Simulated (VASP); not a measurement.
# Mg6Mn2CdHgTe10 (P1) in VASP: single point with PBEsol

Aim: the single point of Mg6Mn2CdHgTe10 with PBEsol.

All numbers are computed with VASP 6.6.1; they aren't measurements. Logs are shortened: lines on timing, memory, paths and dates and some standing lists are left out, and cuts for length are marked.

### Step 1. The cell of the first run

The typed cell holds 20 atoms: a = 7.804 Å, b = 7.810 Å, c = 11.912 Å, α = 83.99°, β = 71.89°, γ = 71.28°.

### Step 2. Single point, PBEsol, collinear spin, antiferromagnetic start

INCAR

```
PREC     = Accurate       # precision mode
ENCUT    = 520            # plane-wave cutoff, eV
EDIFF    = 1E-7           # SCF threshold, eV
ISMEAR   = 0              # smearing method
SIGMA    = 0.1            # smearing width, eV
LREAL    = Auto         
LASPH    = True           # aspherical terms in the spheres
NELM     = 150            # most SCF steps
ALGO     = Normal         # electronic algorithm
ISIF     = 2              # what is computed and relaxed
LWAVE    = False          # write WAVECAR
LCHARG   = False          # write CHGCAR
ISPIN    = 2              # spin polarisation
MAGMOM   = 0 0 0 0 0 0 4 -4 0 0 0 0 0 0 0 0 0 0 0 0 # initial moments
LORBIT   = 11             # projections on sites
LMAXMIX  = 4              # l up to which the mixer works
GGA      = PS             # functional
ISYM     = 0            
NBANDS   = 81             # bands
```

KPOINTS

```
Automatic mesh
0
Gamma
  2 2 1
  0.5 0.5 0
```

POSCAR

```
Mg6Mn2CdHgTe10
1.0
    3.1660297580      3.2638312999      6.3428536439
   -3.2202027116     -3.2173366580      6.3466927997
    9.5304636124     -6.4342024438      3.1085095747
Mg Mn Cd Te Hg
6 2 1 10 1
Direct
    0.1001599160      0.5005906021      0.7996960386
    0.6050921298      0.0000147473      0.7928298405
    0.9986865379      0.0000590406      1.0049878478
    0.4011956582     -0.0014822333      0.2007428073
    0.3007656624      0.4999575084      0.4020462411
    0.8965909056      0.5011206932      0.2072119468
    0.7974049975      1.0012526391      0.4024365007
    0.7017318594      0.5018477238      0.5957973065
    0.2008386910      0.9997475950      0.5983649386
    0.5869382593      0.8643575031      0.5901846295
    0.4837718886      0.3780014968      0.7862355990
    0.9757587200      0.8752197231      0.8023390165
    0.3787414840      0.8808463246      0.9955137837
    0.7740334792      0.8780000017      0.2082905287
    0.6768729869      0.3641741714      0.4074911351
    0.1633138657      0.8766527677      0.3970008270
    0.0628895063      0.3800998466      0.5996552371
    0.8813348823      0.3754898881      0.0022695322
    0.2757030086      0.3735769880      0.2004616967
    0.5027017423      0.4992546017     -0.0042947629
```

Potentials or basis: VASP PAW PBE potentials, release 64 (Mg, Mn_pv, Cd, Te, Hg).

Started as:

```bash
$ cat potpaw_PBE.64/Mg/POTCAR potpaw_PBE.64/Mn_pv/POTCAR potpaw_PBE.64/Cd/POTCAR potpaw_PBE.64/Te/POTCAR potpaw_PBE.64/Hg/POTCAR > POTCAR
$ mpirun -np 1 vasp_std > vasp.out
```

OUTCAR:

```text
PREC = Accurate
   ENCUT = 520
   EDIFF = 1E-7
   ISMEAR = 0
   LREAL = Auto
   LASPH = True
   NELM = 150
   ISIF = 2
   ISPIN = 2
   LORBIT = 11
   GGA = PS
   ISYM = 0

 ion  position               nearest neighbor table
   1  0.100  0.501  0.800-  12 2.77  18 2.78  17 2.78  11 2.79
   2  0.605  0.000  0.793-  12 2.78  13 2.78  10 2.80  11 2.80
   3  0.999  0.000  0.005-  12 2.77  18 2.78  13 2.78  14 2.79
   4  0.401  0.999  0.201-  13 2.77  19 2.77  14 2.78  16 2.79
   5  0.301  0.500  0.402-  19 2.77  16 2.79  17 2.79  15 2.80
   6  0.897  0.501  0.207-  18 2.77  19 2.78  14 2.79  15 2.81
[... 12 lines left out ...]
  19  0.276  0.374  0.200-   5 2.77   4 2.77   6 2.78  20 2.82
  20  0.503  0.499  0.996-  11 2.82  18 2.82  13 2.82  19 2.82

IMPORTANT INFORMATION: All symmetrisations will be switched off!
NOSYMM: (Re-)initialisation of all symmetry stuff for point group C_1.

----------------------------------------------------------------------------------------

                                     Primitive cell

  volume of cell :     653.6234

  direct lattice vectors                    reciprocal lattice vectors
     3.166029758  3.263831300  6.342853644     0.047175150  0.107855610  0.078611234
    -3.220202712 -3.217336658  6.346692800    -0.077960568 -0.077427917  0.078755898
     9.530463612 -6.434202444  3.108509575     0.062913334 -0.061991492  0.000495721

  length of vectors
     7.804366184  7.810343793 11.911823099     0.141555832  0.135186626  0.088324846

  position of ions in fractional coordinates (direct lattice)
     0.100159916  0.500590602  0.799696039
     0.605092130  0.000014747  0.792829840
     0.998686538  0.000059041  0.004987848
     0.401195658  0.998517767  0.200742807
     0.300765662  0.499957508  0.402046241
     0.896590906  0.501120693  0.207211947
[... 12 lines left out ...]
     0.275703009  0.373576988  0.200461697
     0.502701742  0.499254602  0.995705237

  ion indices of the primitive-cell ions
   primitive index   ion index
                 1           1
                 2           2
                 3           3
                 4           4
                 5           5
                 6           6
[... 12 lines left out ...]
                19          19
                20          20

----------------------------------------------------------------------------------------

 KPOINTS: Automatic mesh

Automatic generation of k-mesh.
 Grid dimensions read from file:
[... 82 lines left out ...]

 Free energy of the ion-electron system (eV)
  ---------------------------------------------------
  ext. energy  EPLUGINS =         0.00000000
  ---------------------------------------------------
  free energy    TOTEN  =       -77.29782639 eV

  energy without entropy =      -77.29782639  energy(sigma->0) =      -77.29782639

 E-fermi :   3.0083     XC(G=0):  -8.4134

 val. band max:        2.4576074749   @ k =   0.2500   0.2500  -0.0000
 cond. band min:       4.0703072326   @ k =   0.2500   0.2500  -0.0000
 fundamental gap:      1.6126997577
 Fermi energy:         3.0082606836

 spin component 1

 k-point     1 :       0.2500    0.2500   -0.0000
  band No.  band energies     occupation
      1     -46.9902      1.00000
      2     -46.9669      1.00000
      3     -46.9629      1.00000
      4     -42.6499      1.00000
      5     -42.6433      1.00000
      6     -42.6406      1.00000
[... 141 lines left out ...]
     72       6.3551      0.00000
     73       6.5059      0.00000
 Fermi energy:         3.0082606836

 spin component 2

 k-point     1 :       0.2500    0.2500   -0.0000
  band No.  band energies     occupation
      1     -46.9667      1.00000
      2     -46.9588      1.00000
      3     -46.9341      1.00000
      4     -42.6599      1.00000
      5     -42.6496      1.00000
      6     -42.6478      1.00000
[... 141 lines left out ...]
     72       6.3274      0.00000
     73       6.4849      0.00000
 [bands above 73 left out]

------------------------ aborting loop because EDIFF is reached ----------------------------------------

  FORCE on cell =-STRESS in cart. coord.  units (eV):
  Direction    XX          YY          ZZ          XY          YZ          ZX
  --------------------------------------------------------------------------------------
  -------------------------------------------------------------------------------------
  Total        0.2624278      0.2924841      0.2887505     -0.0604765     -0.0716965      0.0813336
  in kB        0.6432692      0.7169440      0.7077921     -0.1482414     -0.1757442      0.1993668
  external PRESSURE =       0.6893351 kB  Pullay stress =       0.0000000 kB

 VOLUME and BASIS-vectors are now :
 -----------------------------------------------------------------------------
  energy-cutoff  :      520.00
  volume of cell :      653.62
      direct lattice vectors                 reciprocal lattice vectors
     3.166029758  3.263831300  6.342853644     0.047175150  0.107855610  0.078611234
    -3.220202712 -3.217336658  6.346692800    -0.077960568 -0.077427917  0.078755898
     9.530463612 -6.434202444  3.108509575     0.062913334 -0.061991492  0.000495721

 POSITION                                       TOTAL-FORCE (eV/Angst)
 -----------------------------------------------------------------------------------
      6.32658     -6.42907      6.29826        -0.009126      0.019928      0.005356
      9.47173     -3.12636      6.30262        -0.017713      0.004674      0.009042
      3.20922      3.22726      6.35040        -0.003403      0.004316     -0.002366
     -0.03206     -3.19475      9.50602        -0.002769      0.001326     -0.001363
      3.17396     -3.21373      6.33055         0.011887     -0.010649     -0.010791
      3.19975     -0.01920      9.51152         0.001157      0.001766     -0.003874
[... 12 lines left out ...]
      1.58038     -1.59189      4.74286         0.013779     -0.011328      0.010201
      9.47340     -6.37211      9.45234        -0.009480      0.013516     -0.017286
 -----------------------------------------------------------------------------------
    total drift:                                0.005444     -0.012608      0.012346

  FREE ENERGIE OF THE ION-ELECTRON SYSTEM (eV)
  ---------------------------------------------------
  free  energy   TOTEN  =       -77.2978263904 eV

  energy  without entropy=      -77.2978263904  energy(sigma->0) =      -77.29782639

 total charge

# of ion       s       p       d       tot
------------------------------------------
    1        0.176   0.131   0.024   0.332
    2        0.176   0.130   0.024   0.329
    3        0.176   0.131   0.024   0.331
    4        0.177   0.131   0.024   0.332
    5        0.177   0.129   0.024   0.329
    6        0.175   0.130   0.024   0.329
[... 12 lines left out ...]
   19        1.345   2.105   0.016   3.466
   20        0.728   0.399   9.362  10.488
--------------------------------------------------
tot         16.232  35.003  29.097  80.331

 magnetization (x)

# of ion       s       p       d       tot
------------------------------------------
    1       -0.002  -0.003  -0.001  -0.005
    2       -0.001  -0.001  -0.000  -0.002
    3        0.002   0.001   0.000   0.003
    4        0.002   0.002   0.001   0.005
    5       -0.000  -0.000  -0.000  -0.001
    6        0.000   0.001   0.000   0.002
[... 12 lines left out ...]
   19       -0.001  -0.008  -0.000  -0.009
   20       -0.005  -0.004  -0.002  -0.011
--------------------------------------------------
tot         -0.005  -0.005   0.009  -0.001
```

OSZICAR:

```text
N       E                     dE             d eps       ncg     rms          rms(c)
DAV:   1     0.717509776351E+03    0.71751E+03   -0.50542E+04   712   0.125E+03
[... 12 lines left out ...]
DAV:  14    -0.772977581938E+02   -0.10807E-03   -0.10548E-04   760   0.472E-02    0.719E-02
DAV:  15    -0.772978135749E+02   -0.55381E-04   -0.60415E-05   720   0.319E-02    0.373E-02
DAV:  16    -0.772978243356E+02   -0.10761E-04   -0.22180E-05   784   0.155E-02    0.166E-02
DAV:  17    -0.772978249854E+02   -0.64977E-06   -0.19868E-06   768   0.469E-03    0.831E-03
DAV:  18    -0.772978257700E+02   -0.78463E-06   -0.67620E-07   720   0.355E-03    0.396E-03
DAV:  19    -0.772978263925E+02   -0.62251E-06   -0.73596E-07   656   0.243E-03    0.138E-03
DAV:  20    -0.772978263904E+02    0.21664E-08   -0.83051E-08   496   0.156E-03
   1 F= -.77297826E+02 E0= -.77297826E+02  d E =-.972108E-15  mag=    -0.0000
```

It took 7.5 min on 1 thread of Intel Xeon Platinum 8488C (Sapphire Rapids), shared host; peak memory 1 GiB.

Results:

* Free energy: -77.2978 eV
* Pressure: 0.1 GPa
* Largest force: 0.030 eV/Å
* Band gap on the k mesh: 1.61 eV
* Net moment: 0.00 μB per cell
* Site moments: Mg -0.01, -0.00, +0.00, +0.01 (each value once); Mn +4.13, -4.12; Cd +0.00; Te +0.00, -0.01, +0.02, -0.00, -0.02 (each value once); Hg -0.01 μB
* Valence electrons inside the program's atomic spheres: Mg 0.33; Mn 11.41, 11.42; Cd 10.31; Te 3.46, 3.48, 3.47, 3.49 (each value once); Hg 10.49

Forces on the atoms (eV/Å):
```
Mg  -0.009  0.020  0.005
Mg  -0.018  0.005  0.009
Mg  -0.003  0.004 -0.002
Mg  -0.003  0.001 -0.001
Mg   0.012 -0.011 -0.011
Mg   0.001  0.002 -0.004
Mn   0.013 -0.011 -0.001
Mn   0.000 -0.002  0.002
Cd   0.000 -0.007  0.009
Te   0.001  0.012  0.013
Te   0.017 -0.012 -0.015
Te   0.004 -0.004 -0.021
Te   0.003 -0.027  0.014
Te  -0.002  0.005 -0.004
Te  -0.017  0.002  0.004
Te  -0.010  0.020 -0.005
Te  -0.008 -0.001  0.003
Te   0.014  0.002  0.012
Te   0.014 -0.011  0.010
Hg  -0.009  0.014 -0.017
```

Caveat: the k points lie up to 0.55 Å⁻¹ apart; the antiferromagnetic order is the one typed at the start, and another may lie lower; the PAW data sets were made with another functional, which shifts forces and pressure a little; spin-orbit coupling is left out, which moves the levels of the heavy elements; a shifted mesh leaves out Γ, where band edges can lie. A k mesh can miss the band edges.
